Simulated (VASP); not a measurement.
The system is Ta.

```
CELL_PARAMETERS angstrom
-1.57697 1.57697 1.65128
1.57697 -1.57697 1.65128
1.57697 1.57697 -1.65128
ATOMIC_POSITIONS crystal
Ta 0.00000 0.00000 0.00000
```

This cell differs from its parent crystal: strain -0.0450 x Voigt [1, 1, 0, 0, 0, 0].

Base run:

| Quantity | Value |
| --- | --- |
| Program | VASP 6.6.1 |
| Functional | LDA |
| Potentials or basis | VASP PAW LDA potentials, release 64 (Ta_sv_GW) |
| Cutoff | 500 eV |
| k mesh | 20 × 20 × 20 |
| Occupations | methfessel-paxton, width 0.02 eV |
| Spin | no spin polarisation |

Its results: pressure 10.9 GPa.

Question: The run is repeated on the same cell with these changes: potentials or basis from VASP PAW LDA potentials, release 64 (Ta_sv_GW) to VASP PAW LDA potentials, release 64 (Ta_pv); cutoff from 500 eV to 520 eV; further incar settings from ALGO = Normal; EDIFF = 1e-06; NBANDS = 12 to ALGO = Fast; EDIFF = 1e-06; NBANDS = 12; valence electrons from 13 to 11. What comes out?

Answer: Pressure 12.7 GPa.
